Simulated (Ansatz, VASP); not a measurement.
## One calculation of Ge, two programs

```
CELL_PARAMETERS angstrom
0.00000 2.71847 2.71847
2.71847 0.00000 2.71847
2.71847 2.71847 0.00000
ATOMIC_POSITIONS crystal
Ge 0.87500 0.87500 0.87500
Ge 0.12500 0.12500 0.12500
```

Change from the starting cell: volume scaled by 0.84, PAW files.

Alike in both runs: task single point; functional PBE; k mesh 11 × 11 × 11; occupations fermi-dirac, width 0.08 eV; no spin polarisation.

|  | VASP | Ansatz |
| --- | --- | --- |
| version | VASP 6.6.1 | Ansatz 0.2.0 |
| potentials or method | VASP PAW PBE potentials, release 64 (Ge_d) | PAW with Ansatz's default frozen-core files, scalar-relativistic |
| plane-wave cutoff (eV) | 520 | 420 |
| valence electrons in the cell | 28 | 28 |

```csv
,VASP,Ansatz,Ansatz less VASP
pressure (GPa),15.5,15.6,+0.09
```

With one functional, cell and mesh, what is left measures potentials, basis and numerics.
